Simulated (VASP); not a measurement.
LiF, 4 atoms in the cell. The structure is hexagonal, space group P6_3mc (No. 186). The conventional cell has a = 3.093 Å, b = 3.093 Å, c = 4.756 Å, α = 90.00°, β = 90.00°, γ = 120.00°. Li (site symmetry 3m) has 4 F at 1.86 to 1.87 Å within 2.5 Å. Within 2.5 Å of F (site symmetry 3m) lie 4 Li at 1.86 to 1.87 Å.  This cell differs from its parent crystal: volume 9.854 Å^3 an atom, c/a of the conventional cell 1.5376.

```yaml
Program: VASP 6.6.1
Task: single point
Functional: LDA
Potentials_or_basis: VASP PAW LDA potentials, release 64 (Li_sv, F)
Cutoff: 520 eV
k_mesh: 9 × 9 × 6
Occupations: gaussian, width 0.05 eV
Spin: no spin polarisation
Dipole_correction: no
Further_INCAR_settings: ALGO = Normal; EDIFF = 1e-06; NBANDS = 18
```

Potentials or basis: VASP PAW LDA potentials, release 64 (Li_sv, F).

Launch:

```console
$ cat potpaw_LDA.64/Li_sv/POTCAR potpaw_LDA.64/F/POTCAR > POTCAR
$ mpirun -np 1 vasp_std > vasp.out
```

Hardware: 1 thread of Intel(R) Xeon(R) Platinum 8259CL CPU @ 2.50GHz (Skylake/Cascade Lake) (shared host).

Q: How long does it take, and how much memory?

A: It took 18 s on 1 thread of Intel(R) Xeon(R) Platinum 8259CL CPU @ 2.50GHz (Skylake/Cascade Lake) (shared host), peak memory 0.15 GiB. Counts: scf iterations 12, k points 48.
